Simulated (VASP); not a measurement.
Set up this calculation in VASP 6.6.1, as the native input.

```
Task                   : single point
Functional             : LDA
Potentials or basis    : VASP PAW LDA potentials, release 64 (Si, O)
Cutoff                 : 520 eV
k mesh                 : 6 × 6 × 4
Occupations            : gaussian, width 0.02 eV
Spin                   : no spin polarisation
Dipole correction      : no
Further INCAR settings : ALGO = Normal; EDIFF = 1e-06; NBANDS = 34
```

The structure of SiO2 lies in POSCAR:

```
SiO2
1.0
    5.1453477420      0.0000000000      0.0000000000
   -2.5726738710      4.4560018559      0.0000000000
    0.0000000000      0.0000000000      5.6160893992
Si O
3 6
Direct
    0.0000000000      0.5000000000      0.3333333333
    0.5000000000      0.5000000000      0.6666666667
    0.5000000000      0.0000000000      0.0000000000
    0.5745201413      0.7872600706      0.8333333333
    0.7872600706      0.5745201413      0.5000000000
    0.7872600706      0.2127399294      0.1666666667
    0.4254798587      0.2127399294      0.8333333333
    0.2127399294      0.4254798587      0.5000000000
    0.2127399294      0.7872600706      0.1666666667
```

One way to write it, as run:

INCAR

```
PREC = Accurate
ENCUT = 520
EDIFF = 1E-6
ISMEAR = 0
SIGMA = 0.02
LREAL = False
LASPH = True
NELM = 100
ALGO = Normal
ISIF = 2
LWAVE = False
LCHARG = False
NBANDS = 34
```

KPOINTS

```
Automatic mesh
0
Gamma
  6 6 4
```

Potentials or basis: VASP PAW LDA potentials, release 64 (Si, O).

The run is started by

```sh
$ cat potpaw_LDA.64/Si/POTCAR potpaw_LDA.64/O/POTCAR > POTCAR
$ mpirun -np 1 vasp_std > vasp.out
```

It gave:

The pressure is -7.0 GPa and the largest force is 0.014 eV/Å. The band gap on the k mesh is 5.24 eV (least direct gap 5.47 eV).

Caveat: the cell stands under tension.

It took 55 s on 1 thread of Intel(R) Xeon(R) Platinum 8488C (Sapphire Rapids), on a shared host, peak memory 0.23 GiB.
